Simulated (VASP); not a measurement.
V:

```xyz
4
Lattice="4.1521 0.0000 0.0000 -2.0760 3.5958 0.0000 0.0000 0.0000 4.0580" Properties=species:S:1:pos:R:3 pbc="T T T"
V     0.0000    0.0000    1.0145
V     0.0000    0.0000    3.0435
V     0.0000    2.3972    3.0435
V     2.0760    1.1986    1.0145
```

This isn't the form of V at room conditions, which is bcc.

* Program: VASP 6.6.1
* Task: relaxation of cell and atoms
* Functional: PBEsol
* Potentials or basis: VASP PAW PBE potentials, release 64 (V_sv)
* Cutoff: 600 eV
* k mesh: 15 × 15 × 12
* Occupations: gaussian, width 0.1 eV
* Spin: no spin polarisation

At the start: pressure 1.1 GPa; volume 15.15 Å³/atom.

Question: How do energy, volume and symmetry change on relaxing?

Answer: Over 5 steps the energy falls by 4.0 meV/atom and the volume is 15.20 Å³/atom (+0.4 %); space group P6_3/mmc (No. 194, to 0.1 Å) before and after.

The path:
| step | energy change (eV) | largest force (eV/Å) | pressure (GPa) | volume (Å³) |
| --- | --- | --- | --- | --- |
| 1 | 0.0000 | 0.0000 | 1.09 | 60.59 |
| 2 | -0.0125 | 0.0000 | -1.26 | 61.49 |
| 3 | -0.0126 | 0.0000 | -1.06 | 61.40 |
| 4 | -0.0160 | 0.0000 | 0.16 | 60.75 |
| 5 | -0.0160 | 0.0000 | 0.02 | 60.82 |

Final structure:
```
CELL_PARAMETERS angstrom
4.11911 0.00000 0.00000
-2.05956 3.56725 0.00000
0.00000 0.00000 4.13895
ATOMIC_POSITIONS crystal
V 0.00000 0.00000 0.25000
V 0.00000 0.00000 0.75000
V 0.33333 0.66667 0.75000
V 0.66667 0.33333 0.25000
```

Caveat: atoms lie so close that the PAW spheres overlap strongly, which falsifies energies and pressures; the PAW data sets were made with another functional, which shifts forces and pressure a little.
